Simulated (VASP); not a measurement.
# MgI2: relaxation of cell and atoms with RPBE

MgI2:

```
I Mg
1.0
     4.14000    0.00000    0.00000
    -2.07000    3.58535    0.00000
     0.00000    0.00000    6.88000
I Mg
2 1
Direct
  0.66667 0.33333 0.75000
  0.33333 0.66667 0.25000
  0.00000 0.00000 0.00000
```

```
Program                : VASP 6.6.1
Task                   : relaxation of cell and atoms
Functional             : RPBE
Potentials or basis    : VASP PAW PBE potentials, release 64 (I, Mg)
Cutoff                 : 600 eV
k mesh                 : 8 × 8 × 4
Occupations            : fermi-dirac, width 0.05 eV
Spin                   : no spin polarisation
Dipole correction      : no
Further INCAR settings : ALGO = Normal; EDIFF = 1e-06; IBRION = 2; EDIFFG = -0.01; NSW = 60; ISIF = 3
```

```json
{
  "Relaxed volume": "45.28 Å³/atom",
  "Relaxed cell": "a = 4.281 Å, b = 4.281 Å, c = 8.559 Å, α = 90.00°, β = 90.00°, γ = 120.00°",
  "Space group after relaxing (to 0.05 Å)": "P-3m1 (No. 164)",
  "Energy gained by relaxing": "58.0 meV/atom",
  "Ionic steps": "37",
  "Pressure after relaxing": "0.0 GPa",
  "Band gap on the k mesh": "3.74 eV, indirect (least direct gap 3.80 eV)"
}
```

Step by step:
| step | energy change (eV) | largest force (eV/Å) | pressure (GPa) | volume (Å³) |
| --- | --- | --- | --- | --- |
| 1 | 0.0000 | 0.2312 | 1.97 | 102.12 |
| 2 | -0.0511 | 0.3966 | 0.32 | 108.42 |
| 3 | -0.0556 | 0.4627 | -0.29 | 111.32 |
| 4 | -0.0769 | 0.3593 | -0.20 | 112.32 |
| 5 | -0.1077 | 0.0527 | 0.11 | 115.35 |
| 6 | -0.1257 | 0.0517 | 0.12 | 116.78 |
| 7 | -0.1559 | 0.0526 | 0.25 | 120.83 |
| 8 | -0.1597 | 0.0575 | 0.35 | 122.69 |
| 9 | -0.1634 | 0.1781 | -0.45 | 129.89 |
| 10 | -0.1650 | 0.1353 | -0.18 | 127.28 |
| 11 | -0.1699 | 0.0145 | -0.08 | 129.73 |
| 12 | -0.1699 | 0.0131 | -0.07 | 129.75 |
| 13 | -0.1708 | 0.0267 | 0.15 | 129.19 |
| 14 | -0.1709 | 0.0232 | 0.13 | 129.25 |
| 15 | -0.1717 | 0.0101 | 0.07 | 129.99 |
| 16 | -0.1719 | 0.0288 | 0.04 | 130.41 |
| 17 | -0.1719 | 0.0313 | 0.04 | 130.47 |
| 18 | -0.1722 | 0.0357 | -0.01 | 131.07 |
| 19 | -0.1724 | 0.0439 | -0.11 | 132.40 |
| 20 | -0.1725 | 0.0391 | -0.10 | 132.50 |
| 21 | -0.1728 | 0.0247 | -0.08 | 132.81 |
| 22 | -0.1730 | 0.0039 | -0.03 | 133.43 |
| 23 | -0.1731 | 0.0053 | -0.01 | 133.37 |
| 24 | -0.1733 | 0.0103 | 0.05 | 133.22 |
| 25 | -0.1734 | 0.0114 | 0.07 | 133.17 |
| 26 | -0.1735 | 0.0020 | 0.04 | 133.44 |
| 27 | -0.1735 | 0.0117 | 0.02 | 133.63 |
| 28 | -0.1735 | 0.0134 | 0.01 | 133.67 |
| 29 | -0.1735 | 0.0172 | 0.00 | 133.74 |
| 30 | -0.1735 | 0.0167 | 0.00 | 133.85 |
| 31 | -0.1736 | 0.0178 | -0.01 | 134.18 |
| 32 | -0.1737 | 0.0185 | -0.04 | 134.84 |
| 33 | -0.1737 | 0.0198 | -0.09 | 136.18 |
| 34 | -0.1737 | 0.0187 | -0.07 | 135.57 |
| 35 | -0.1737 | 0.0171 | -0.06 | 135.60 |
| 36 | -0.1738 | 0.0109 | -0.04 | 135.67 |
| 37 | -0.1739 | 0.0018 | -0.01 | 135.83 |

Final structure:
```xyz
3
Lattice="4.2808 0.0000 0.0000 -2.1404 3.7073 0.0000 0.0000 0.0000 8.5588" Properties=species:S:1:pos:R:3 pbc="T T T"
I     2.1404    1.2358    6.8839
I     0.0000    2.4715    1.6749
Mg    4.2808    0.0000    0.0000
```

Levels at points of the mesh, in eV from the valence-band top:
| k point | band 4 | band 5 | band 6 | band 7 | band 8 | band 9 | band 10 | band 11 | band 12 |
| --- | --- | --- | --- | --- | --- | --- | --- | --- | --- |
| (0.00, 0.00, 0.00) | -0.30 | -0.26 | -0.26 | 0.00 | 0.00 | 3.80 | 5.01 | 6.70 | 6.70 |
| (0.50, 0.00, 0.00) | -2.46 | -1.14 | -1.05 | -0.50 | -0.34 | 3.76 | 5.61 | 6.03 | 7.38 |
| (0.00, 0.00, 0.50) | -0.54 | -0.26 | -0.26 | 0.00 | 0.00 | 4.22 | 4.99 | 6.60 | 6.68 |
| (0.50, 0.00, 0.50) | -2.49 | -1.06 | -1.04 | -0.50 | -0.35 | 3.74 | 5.62 | 5.98 | 6.58 |

It took 9.9 min on 1 thread of AMD EPYC 9R45 96-Core Processor (Zen 5) (shared host), peak memory 0.27 GiB.

Caveat: the volume moved by over 15 % at a fixed basis, so the end points are rough; the PAW data sets were made with another functional, which shifts forces and pressure a little; spin-orbit coupling is left out, which moves the levels of the heavy elements; this functional lacks dispersion, which binds the layers, so the pressure and a relaxed spacing across them are unreliable; the volume moved by +33 % from the deposited cell, more than functionals usually miss. Zero-point motion and thermal expansion aren't in these numbers.
